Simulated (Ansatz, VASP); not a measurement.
One calculation of ZrC, two programs

```
Zr C
1.0
     0.00000    2.30321    2.35021
     2.30321    0.00000    2.35021
     2.30321    2.30321    0.00000
Zr C
1 1
Cartesian
  2.3032 2.3032 2.3502
  0.0000 0.0000 0.0000
```

Change from the starting cell: equal xx and yy strain of -2 %.

Alike in both runs: task single point; functional PBE; k mesh 15 × 15 × 15; occupations fermi-dirac, width 0.05 eV; no spin polarisation.

```csv
,VASP,Ansatz
version,VASP 6.6.1,Ansatz 0.2.0
potentials or method,"VASP PAW PBE potentials, release 64 (Zr_sv, C), cutoff 520 eV","all-electron LAPW, scalar-relativistic"
```

VASP gave:

| Quantity | Value |
| --- | --- |
| pressure (GPa) | 11.6 |
| traceless stress, the component that is largest in VASP (GPa) | -5.71 |

What did Ansatz give for the same quantities?

Pressure (GPa): 11.4; traceless stress, the component that is largest in VASP (GPa): -5.69.

Ansatz ran all-electron here, and VASP with PAW potentials.
